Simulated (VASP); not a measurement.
Here is a VASP 6.6.1 calculation.

The input INCAR:

```
ALGO = Normal
EDIFF = 1E-8
ENCUT = 600
GGA = PS
GGA_COMPAT = F
IBRION = 8
ISIF = 2
ISMEAR = 0
LASPH = T
LCHARG = F
LEPSILON = T
LREAL = F
LWAVE = F
NBANDS = 26
NELM = 120
NSW = 1
PREC = Accurate
SIGMA = 0.01
```

File KPOINTS:

```
k-points
0
Gamma
  12 12 6
```

POSCAR

```
ZnO
1.0
    3.1954643826      0.0000000000      0.0000000000
   -1.5977321913      2.7673533322      0.0000000000
    0.0000000000      0.0000000000      5.1592900173
Zn O
2 2
Direct
    0.3333333333      0.6666666667      0.0016316692
    0.6666666667      0.3333333333      0.5016316692
    0.3333333333      0.6666666667      0.3804683308
    0.6666666667      0.3333333333      0.8804683308
```

Potentials or basis: VASP PAW PBE potentials, release 64 (Zn, O).

The run is started by

```console
$ cat potpaw_PBE.64/Zn/POTCAR potpaw_PBE.64/O/POTCAR > POTCAR
$ mpirun -np 1 vasp_std > vasp.out
```

(1) What does it give for the electronic dielectric tensor (diagonal)?

(2) What does it give for the Born charges (mean of the diagonal)?

(3) Predict the highest phonon frequency at Γ, LO-TO splitting left out.

Results:

(1) 5.55, 5.55, 5.50.

(2) Zn +2.12; O -2.12 e.

(3) 560 cm⁻¹.

Caveat: the cell stands under pressure or tension, which shifts response properties.
